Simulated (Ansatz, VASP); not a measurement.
# Rb in VASP and in Ansatz

INCAR

```
SYSTEM = Rb
PREC = Accurate
ENCUT = 600
EDIFF = 1E-6
ISMEAR = 0
SIGMA = 0.1
LREAL = .False.
LASPH = .True.
NELM = 100
ALGO = Normal
ISIF = 3
LWAVE = .False.
LCHARG = .False.
GGA = PE
IBRION = 2
NSW = 100
EDIFFG = -0.01
```

Contents of KPOINTS:

```
regular mesh
0
Gamma
  9 9 8
  0 0 0
```

POSCAR

```
Rb
1.0
    7.0599988136      0.0000000000      0.0000000000
   -3.5299994068      6.1141383232      0.0000000000
    0.0000000000      0.0000000000      6.0181020369
Rb
3
Direct
    0.3333333333      0.6666666667      0.5000000000
    0.0000000000      0.0000000000      0.0000000000
    0.6666666667      0.3333333333      0.5000000000
```

Input for Ansatz:

```yaml
crystal:
  lattice:
    - [7.0599988136, 0.0, 0.0]
    - [-3.5299994068, 6.1141383232, 0.0]
    - [0.0, 0.0, 6.0181020369]
  atoms:
    - { symbol: Rb, position: [0.3333333333, 0.6666666667, 0.5] }
    - { symbol: Rb, position: [0.0, 0.0, 0.0] }
    - { symbol: Rb, position: [0.6666666667, 0.3333333333, 0.5] }
basis:
  ecutwfc: 420
kpoints:
  mp_grid: { grid: [9, 9, 8] }
hamiltonian:
  xc: pbe
scf:
  occupations: { method: gaussian, width: 0.1 }
output:
  forces: true
  stress: true
  eigenvalues: true
relax:
  adjacent_minimum: "off"
  f_tol: 0.01
  max_steps: 80
  cell: { stress_tol: 0.05 }
```

Alike in both runs: task relaxation of cell and atoms; functional PBE; k mesh 9 × 9 × 8; occupations gaussian, width 0.1 eV; no spin polarisation.

```csv
,VASP,Ansatz
version,VASP 6.6.1,Ansatz 0.2.0
potentials or method,"VASP PAW PBE potentials, release 64 (Rb_sv), cutoff 600 eV","scalar-relativistic, plane waves, PAW"
valence electrons in the cell,27,27
```

```csv
,VASP,Ansatz,Ansatz less VASP
"gap on the k mesh at the Fermi level, each at its own relaxed structure (eV)",none,none,-
relaxed volume (Å³/atom),91.85,91.66,-0.193
relaxed cell length with the largest relative difference (Å),8.095,8.086,-0.0099
```

A gap of «none» marks a metal or a gap that the smearing closes.
